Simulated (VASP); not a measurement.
Here is a VASP 6.6.1 calculation.

File INCAR:

```
ALGO = Normal
EDIFF = 1E-7
ENCUT = 520
GGA = CA
ISIF = 2
ISMEAR = 0
LASPH = True
LCHARG = True
LELF = True
LREAL = False
LVHAR = True
LWAVE = False
NBANDS = 29
NELM = 60
PREC = Accurate
SIGMA = 0.02
```

The input KPOINTS:

```
k-points
0
Gamma
  6 6 6
```

POSCAR

```
CsCdCl3
1.0
    4.8054423010      0.0000000000      0.0000000000
    0.0000000000      4.8054423010      0.0000000000
    0.0000000000      0.0000000000      5.3434412354
Cs Cd Cl
1 1 3
Direct
    0.0000000000      0.0000000000      0.0000000000
    0.5000000000      0.5000000000      0.5000000000
    0.0000000000      0.5000000000      0.5000000000
    0.5000000000      0.0000000000      0.5000000000
    0.5000000000      0.5000000000      0.0000000000
```

Potentials or basis: VASP PAW LDA potentials, release 64 (Cs_sv, Cd, Cl).

Command:

```console
$ cat potpaw_LDA.64/Cs_sv/POTCAR potpaw_LDA.64/Cd/POTCAR potpaw_LDA.64/Cl/POTCAR > POTCAR
$ mpirun -np 1 vasp_std > vasp.out
```

(1) What does it give for the pressure?

(2) Predict the band gap on the k mesh.

Answers

(1) 5.6 GPa.

(2) 1.42 eV (least direct gap 2.73 eV).

Caveat: the cell differs from its parent crystal (biaxial strain in the a-b plane: -6.0 %, then relaxed in part); the stress differs along the axes, from 0 to 8 GPa; spin-orbit coupling is left out, which moves the levels of the heavy elements.
